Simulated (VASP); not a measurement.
Write the native input for VASP 6.6.1 that does the following.

| Property | Result |
| --- | --- |
| Task | single point |
| Functional | PBE |
| Potentials or basis | VASP PAW PBE potentials, release 64 (Cr_pv, Br) |
| Cutoff | 520 eV |
| k mesh | 6 × 6 × 6 |
| Occupations | gaussian, width 0.1 eV |
| Spin | collinear spin, ferromagnetic start |
| Starting moments | [4.55, 0.0] μB |
| Dipole correction | no |
| Further INCAR settings | ALGO = Normal; EDIFF = 1e-06; NBANDS = 20 |

The structure of CrBr lies in POSCAR:

```
CrBr
1.0
    0.0000000000      2.8838466384      2.8838466384
    2.8838466384      0.0000000000      2.8838466384
    2.8838466384      2.8838466384      0.0000000000
Cr Br
1 1
Direct
    0.0000000000      0.0000000000      0.0000000000
    0.5000000000      0.5000000000      0.5000000000
```

One way to write it, as run:

INCAR

```
ALGO = Normal ; EDIFF = 1E-6
ENCUT = 520 ; GGA = PE
ISIF = 2 ; ISMEAR = 0
ISPIN = 2 ; LASPH = T
LCHARG = T ; LELF = T
LMAXMIX = 4 ; LORBIT = 11
LREAL = F ; LVHAR = T
LWAVE = F ; MAGMOM = 4.55 0
NBANDS = 20 ; NELM = 150
PREC = Accurate ; SIGMA = 0.1
```

KPOINTS

```
k-points
0
Gamma
  6 6 6
```

Potentials or basis: VASP PAW PBE potentials, release 64 (Cr_pv, Br).

Command:

```sh
$ cat potpaw_PBE.64/Cr_pv/POTCAR potpaw_PBE.64/Br/POTCAR > POTCAR
$ mpirun -np 1 vasp_std > vasp.out
```

It gave:

* Pressure: 0.1 GPa
* Band gap on the k mesh: zero (filled and empty bands overlap)
* Net moment: 4.99 μB per cell
* Site moments: Cr +4.29; Br +0.04 μB
* Valence electrons inside the program's atomic spheres: Cr 10.53; Br 4.86

Caveat: an empty level that is flat over the whole mesh can mark a ghost state of the potentials, or a narrow d or f band; semilocal functionals often make such compounds metallic where correlation or magnetic order opens a gap, which also shifts bond lengths.

Run time: 20 s on 1 thread of Intel(R) Xeon(R) 6975P-C (Granite Rapids) (shared host), peak memory 0.19 GiB.
